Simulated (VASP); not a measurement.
# TiAl (Cmmm) in VASP: single point with PBEsol

Aim: the single point of TiAl with PBEsol.

Program: VASP 6.6.1. These are calculated values, not measurements. Logs are shortened: lines on timing, memory, paths and dates and some standing lists are left out, and cuts for length are marked.

## 1. The cell of the first run

Symmetry: Cmmm, No. 65, orthorhombic system. Conventional cell: a = 4.479 Å, b = 4.513 Å, c = 3.179 Å, α = 90.00°, β = 90.00°, γ = 90.00°. Within 3.6 Å of Ti (site symmetry mmm) lie 8 Al at 2.75 to 2.76 Å and 6 Ti at 3.18 Å. Al (site symmetry mmm) has 8 Ti at 2.75 to 2.76 Å and 6 Al at 3.18 Å within 3.6 Å.

## 2. Single point, PBEsol (strain +0.0075 x Voigt [0, 0, 0, 0, 0, 1])

INCAR reads:

```
SYSTEM = TiAl
ALGO = Fast ; EDIFF = 1E-6
ENCUT = 520 ; GGA = PS
ISIF = 2 ; ISMEAR = 0
LASPH = .TRUE. ; LCHARG = .FALSE.
LREAL = .FALSE. ; LWAVE = .FALSE.
NBANDS = 14 ; NELM = 60
PREC = Accurate ; SIGMA = 0.15
```

KPOINTS reads:

```
k-points
0
G
  16 16 16
  0 0 0
```

POSCAR reads:

```
TiAl
1.0
    3.1790640000      0.0119214900      0.0000000000
    0.0119214900      3.1790640000      0.0000000000
    0.0000000000      0.0000000000      3.1790640000
Ti Al
1 1
Direct
    0.0000000000      0.0000000000      0.0000000000
    0.5000000000      0.5000000000      0.5000000000
```

Potentials or basis: VASP PAW PBE potentials, release 64 (Ti_sv, Al).

The run is started by

```bash
cat potpaw_PBE.64/Ti_sv/POTCAR potpaw_PBE.64/Al/POTCAR > POTCAR
mpirun -np 1 vasp_std > vasp.out
```

OUTCAR:

```text
SYSTEM = TiAl
   EDIFF = 1E-6
   ENCUT = 520
   GGA = PS
   ISIF = 2
   ISMEAR = 0
   LASPH = .TRUE.
   LREAL = .FALSE.
   NELM = 60
   PREC = Accurate

 ion  position               nearest neighbor table
   1  0.000  0.000  0.000-   2 2.75   2 2.75   2 2.75   2 2.75   2 2.76   2 2.76   2 2.76   2 2.76

   2  0.500  0.500  0.500-   1 2.75   1 2.75   1 2.75   1 2.75   1 2.76   1 2.76   1 2.76   1 2.76

  LATTYP: Found a base centered orthorhombic cell.
 ALAT       =     4.4790158916
 B/A-ratio  =     1.0075282309
 C/A-ratio  =     0.7097684127

  Lattice vectors:

 A1 = (  -0.0119214900,  -3.1790640000,   0.0000000000)
 A2 = (   3.1790640000,   0.0119214900,   0.0000000000)
 A3 = (   0.0000000000,   0.0000000000,   3.1790640000)

Analysis of symmetry for initial positions (statically):
=====================================================================
 Subroutine PRICEL returns:
 Original cell was already a primitive cell.

 Routine SETGRP: Setting up the symmetry group for a
 base centered orthorhombic supercell.

 Subroutine GETGRP returns: Found  8 space group operations
 (whereof  8 operations were pure point group operations)
 out of a pool of  8 trial point group operations.

The static configuration has the point symmetry D_2h.

Analysis of symmetry for dynamics (positions and initial velocities):
=====================================================================
 Subroutine PRICEL returns:
 Original cell was already a primitive cell.

 Routine SETGRP: Setting up the symmetry group for a
 base centered orthorhombic supercell.

 Subroutine GETGRP returns: Found  8 space group operations
 (whereof  8 operations were pure point group operations)
 out of a pool of  8 trial point group operations.

The dynamic configuration has the point symmetry D_2h.

 Subroutine INISYM returns: Found  8 space group operations
 (whereof  8 operations are pure point group operations),
 and found     1 'primitive' translations

----------------------------------------------------------------------------------------

                                     Primitive cell

  volume of cell :      32.1286

  direct lattice vectors                    reciprocal lattice vectors
     3.179064000  0.011921490  0.000000000     0.314562419 -0.001179609  0.000000000
     0.011921490  3.179064000  0.000000000    -0.001179609  0.314562419  0.000000000
     0.000000000  0.000000000  3.179064000     0.000000000  0.000000000  0.314557996

  length of vectors
     3.179086353  3.179086353  3.179064000     0.314564631  0.314564631  0.314557996

  position of ions in fractional coordinates (direct lattice)
     0.000000000  0.000000000  0.000000000
     0.500000000  0.500000000  0.500000000

  ion indices of the primitive-cell ions
   primitive index   ion index
                 1           1
                 2           2

----------------------------------------------------------------------------------------

 KPOINTS: k-points

Automatic generation of k-mesh.
 Grid dimensions read from file:
 generate k-points for:   16   16   16

 Generating k-lattice:

  Cartesian coordinates                     Fractional coordinates (reciprocal lattice)
     0.019660151 -0.000073726  0.000000000     0.062500000  0.000000000  0.000000000
    -0.000073726  0.019660151  0.000000000     0.000000000  0.062500000  0.000000000
     0.000000000  0.000000000  0.019659875     0.000000000  0.000000000  0.062500000

  Length of vectors
     0.019660289  0.019660289  0.019659875

  Shift w.r.t. Gamma in fractional coordinates (k-lattice)
     0.000000000  0.000000000  0.000000000

 Subroutine IBZKPT returns following result:
 ===========================================

 Found    657 irreducible k-points:

 Following reciprocal coordinates:
            Coordinates               Weight
  0.000000  0.000000  0.000000      1.000000
  0.062500  0.000000  0.000000      4.000000
  0.125000  0.000000  0.000000      4.000000
  0.187500  0.000000  0.000000      4.000000
  0.250000  0.000000  0.000000      4.000000
  0.312500  0.000000  0.000000      4.000000
[... 16 lines left out ...]
 -0.125000  0.062500  0.000000      4.000000
 -0.062500  0.062500  0.000000      2.000000
 [... further k-points ...]
   k-points           NKPTS =    657   k-points in BZ     NKDIM =    657   number of bands    NBANDS=     14
   number of dos      NEDOS =    301   number of ions     NIONS =      2
   total plane-waves  NPLWV =  13824
   dimension x,y,z NGX =    24 NGY =   24 NGZ =   24
   dimension x,y,z NGXF=    48 NGYF=   48 NGZF=   48
   ions per type =               1   1
   NGX,Y,Z   is equivalent  to a cutoff of  12.55, 12.55, 12.55 a.u.
   NGXF,Y,Z  is equivalent  to a cutoff of  25.10, 25.10, 25.10 a.u.
 SYSTEM =  TiAl
   PREC   = accura    normal or accurate (medium, high low for compatibility)
   ISTART =      0    job   : 0-new  1-cont  2-samecut
   ICHARG =      2    charge: 1-file 2-atom 10-const
   ISPIN  =      1    spin polarized calculation?
   LNONCOLLINEAR =      F non collinear calculations
   LSORBIT =      F    spin-orbit coupling
   LASPH  =      T    aspherical Exc in radial PAW
   ENCUT  =  520.0 eV  38.22 Ry    6.18 a.u.   5.91  5.91  5.91*2*pi/ulx,y,z
   NELM   =     60;   NELMIN=  2; NELMDL= -5     # of ELM steps
   EDIFF  = 0.1E-05   stopping-criterion for ELM
   LREAL  =      F    real-space projection
   EDIFFG = 0.1E-04   stopping-criterion for IOM
   NSW    =      0    number of steps for IOM
   IBRION =     -1    ionic relax: 0-MD 1-quasi-New 2-CG
   NFREE  =      0    steps in history (QN), initial steepest desc. (CG)
   ISIF   =      2    stress and relaxation
   ISYM   =      2    0-nonsym 1-usesym 2-fastsym
   POTIM  = 0.5000    time-step for ionic-motion
   TEBEG  =    0.0;   TEEND  =   0.0 temperature during run
   PSTRESS=    0.0 pullay stress
   NELECT =      15.0000    total number of electrons
   NUPDOWN=      -1.0000    fix difference up-down
   EMIN   =  10.00;   EMAX   =-10.00  energy-range for DOS
   EFERMI =   0.00;   METHOD = LEGACY
   ISMEAR =     0;   SIGMA  =   0.15  broadening in eV -4-tet -1-fermi 0-gaus
   EFERMI_NEDOS =   21; number of points for ismear=-14 and -15
   IALGO  =     68    algorithm
   IMIX   =      4    mixing-type and parameters
     AMIX     =   0.40;   BMIX     =  1.00
     AMIX_MAG =   1.60;   BMIX_MAG =  1.00
  volume/ion in A,a.u.               =      16.06       108.41
  Fermi-wavevector in a.u.,A,eV,Ry     =   1.270013  2.399976 21.945271  1.612932
  Thomas-Fermi vector in A             =   2.403023
   LORBIT       =      0    0 simple, 1 ext, 2 COOP (PROOUT), +10 PAW based schemes
   GGA     = PS    functional components
   LHFCALC =     F    Hartree Fock is set to
   AEXX    =    0.0000 exact exchange contribution
   IVDW    =     0    specifies the selected vdW correction
   LEPSILON=     F    determine dielectric tensor
   LRPA    =     F    only Hartree local field effects (RPA)
 non-spin polarized calculation
 RMM-DIIS sequential band-by-band and
 Gauss-broadening in eV      SIGMA  =   0.15
  energy-cutoff  :      520.00
  volume of cell :       32.13
 maximum number of plane-waves:       904
   NGX = 11   NGY = 11   NGZ = 11

 number of electron      14.9999994 magnetization

 Free energy of the ion-electron system (eV)
  ---------------------------------------------------
  ext. energy  EPLUGINS =         0.00000000
  ---------------------------------------------------
  free energy    TOTEN  =       -12.97552920 eV

  energy without entropy =      -12.94702614  energy(sigma->0) =      -12.96127767

 E-fermi :   8.6735     XC(G=0): -11.1896

 val. band max:        8.6724255893   @ k =   0.2500   0.1875   0.5000
 cond. band min:       8.6742414161   @ k =   0.4375   0.0625   0.0625
 fundamental gap:      0.0018158268
 Fermi energy:         8.6735365698

 k-point     1 :       0.0000    0.0000    0.0000
  band No.  band energies     occupation
      1     -47.9889      2.00000
      2     -24.2937      2.00000
      3     -24.2906      2.00000
      4     -24.2875      2.00000
      5      -0.5811      2.00000
      6       7.2401      2.00000
      7       7.2405      2.00000
      8      10.4485      0.00000
      9      10.4630      0.00000
     10      10.4785      0.00000
     11      13.0813      0.00000
     12      13.0934      0.00000
     13      13.1065      0.00000
     14      17.5215      0.00000

 k-point     2 :       0.0625    0.0000    0.0000
  band No.  band energies     occupation
      1     -47.9884      2.00000
      2     -24.2985      2.00000
      3     -24.2900      2.00000
      4     -24.2889      2.00000
      5      -0.5187      2.00000
      6       7.2099      2.00000
      7       7.2683      2.00000
      8      10.3503      0.00000
      9      10.3517      0.00000
     10      10.4730      0.00000
     11      12.8194      0.00000
     12      13.2502      0.00000
     13      13.2512      0.00000
     14      17.4500      0.00000

 k-point     3 :       0.1250    0.0000    0.0000
  band No.  band energies     occupation
      1     -47.9867      2.00000
      2     -24.3167      2.00000
      3     -24.2883      2.00000
      4     -24.2880      2.00000
      5      -0.3326      2.00000
      6       7.0900      2.00000
      7       7.3503      2.00000
      8      10.0822      0.00000
      9      10.0825      0.00000
     10      10.4932      0.00000
     11      12.2419      0.00000
     12      13.6578      0.00000
     13      13.6583      0.00000
     14      17.1951      0.00000
[... 324 lines left out ...]
 k-point    23 :      -0.1250    0.0625    0.0000
  band No.  band energies     occupation
      1     -47.9862      2.00000
      2     -24.3164      2.00000
      3     -24.2944      2.00000
      4     -24.2877      2.00000
      5      -0.2693      2.00000
      6       7.1086      2.00000
      7       7.3330      2.00000
      8       9.9599      0.00000
      9      10.0647      0.00000
     10      10.4261      0.00000
     11      12.3725      0.00000
     12      13.3553      0.00000
     13      13.7973      0.00000
     14      17.3527      0.00000

 k-point    24 :      -0.0625    0.0625    0.0000
  band No.  band energies     occupation
      1     -47.9878      2.00000
      2     -24.3002      2.00000
      3     -24.2933      2.00000
      4     -24.2894      2.00000
      5      -0.4555      2.00000
      6       7.2105      2.00000
      7       7.2652      2.00000
      8      10.2385      0.00000
      9      10.2921      0.00000
     10      10.4336      0.00000
     11      12.9357      0.00000
     12      13.0041      0.00000
     13      13.4022      0.00000
     14      17.5240      0.00000

 [... further k-points ...]

------------------------ aborting loop because EDIFF is reached ----------------------------------------

  FORCE on cell =-STRESS in cart. coord.  units (eV):
  Direction    XX          YY          ZZ          XY          YZ          ZX
  --------------------------------------------------------------------------------------
  -------------------------------------------------------------------------------------
  Total       -0.4699823     -0.4699823     -0.4681337     -0.1024416      0.0000000      0.0000000
  in kB      -23.4369133    -23.4369133    -23.3447245     -5.1085235      0.0000000      0.0000000
  external PRESSURE =     -23.4061837 kB  Pullay stress =       0.0000000 kB

 VOLUME and BASIS-vectors are now :
 -----------------------------------------------------------------------------
  energy-cutoff  :      520.00
  volume of cell :       32.13
      direct lattice vectors                 reciprocal lattice vectors
     3.179064000  0.011921490  0.000000000     0.314562419 -0.001179609  0.000000000
     0.011921490  3.179064000  0.000000000    -0.001179609  0.314562419  0.000000000
     0.000000000  0.000000000  3.179064000     0.000000000  0.000000000  0.314557996

 POSITION                                       TOTAL-FORCE (eV/Angst)
 -----------------------------------------------------------------------------------
      0.00000      0.00000      0.00000        -0.000000      0.000000      0.000000
      1.59549      1.59549      1.58953         0.000000      0.000000      0.000000
 -----------------------------------------------------------------------------------
    total drift:                                0.000000      0.000000      0.000000

  FREE ENERGIE OF THE ION-ELECTRON SYSTEM (eV)
  ---------------------------------------------------
  free  energy   TOTEN  =       -12.9755291969 eV

  energy  without entropy=      -12.9470261388  energy(sigma->0) =      -12.96127767
```

It took 4.9 min on 1 thread of Intel Xeon Platinum 8259CL at 2.50GHz (Skylake/Cascade Lake), shared host; peak memory 0.4 GiB.

Results:

```yaml
Free_energy: -12.9755 eV
Pressure: -2.3 GPa
Band_gap_on_the_k_mesh: zero (an odd number of electrons rules out a gap without spin polarisation)
```

Caveat: the cell differs from its parent crystal (strain +0.0075 x Voigt [0, 0, 0, 0, 0, 1]); the PAW data sets were made with another functional, which shifts forces and pressure a little.
